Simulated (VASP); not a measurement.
Input of a VASP 6.6.1 run:

The input INCAR:

```
ALGO = Normal
EDIFF = 1E-6
ENCUT = 520
GGA = PS
ISIF = 2
ISMEAR = -1
LASPH = True
LCHARG = True
LELF = True
LREAL = False
LVHAR = True
LWAVE = False
NBANDS = 8
NELM = 80
PREC = Accurate
SIGMA = 0.05
```

The input KPOINTS:

```
k-points
0
Gamma
  12 12 12
```

Contents of POSCAR:

```
Sb
1.0
   -1.4695632631      1.4695632631      2.3642222895
    1.4695632631     -1.4695632631      2.3642222895
    1.4695632631      1.4695632631     -2.3642222895
Sb
1
Direct
    0.0000000000      0.0000000000      0.0000000000
```

Potentials or basis: VASP PAW PBE potentials, release 64 (Sb).

Run with:

```sh
$ cat potpaw_PBE.64/Sb/POTCAR > POTCAR
$ mpirun -np 1 vasp_std > vasp.out
```

What does it give for the pressure?

30.5 GPa.

Stress tensor (GPa, compression positive):
```
30.54  0.00  0.00
 0.00 30.54  0.00
 0.00  0.00 30.40
```

Caveat: the PAW data sets were made with another functional, which shifts forces and pressure a little.
